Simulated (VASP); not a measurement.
Runs of VASP 6.6.1 on PbF2. The structure is that of space group Immm (No. 71), or close to it. The cells are those of the table. 

| cell | gap on the mesh (eV) | pressure (GPa) | largest force (eV/Å) |
| --- | --- | --- | --- |
| a = 4.202, b = 4.384 Å, angles 58.6, 57.1, 58.6°, 3 atoms | (a) | -1.0 | 0.21 |
| a = 4.203, b = 3.990 Å, angles 61.7, 63.3, 61.7°, 3 atoms | 4.19 | (b) | 0.24 |
| a = 4.201, b = 4.358 Å, angles 58.8, 57.5, 58.8°, 3 atoms | 4.23 | -1.2 | 0.18 |
| a = 4.201, b = 4.331 Å, angles 59.0, 57.9, 59.0°, 3 atoms | 4.25 | -1.4 | 0.15 |

Alike in all rows: task single point; level PBEsol; potentials or basis VASP PAW PBE potentials, release 64 (Pb_d, F); no spin polarisation; k mesh 8 × 8 × 8; cutoff (eV) 520; smearing gaussian 0.05 eV.

Q: Fill in the values left out.

A: (a) 4.21; (b) -0.8.

Caveats: the PAW data sets were made with another functional, which shifts forces and pressure a little; spin-orbit coupling is left out, which moves the levels of the heavy elements.

A k mesh can miss the band edges, and the runs leave out spin-orbit coupling on Pb.
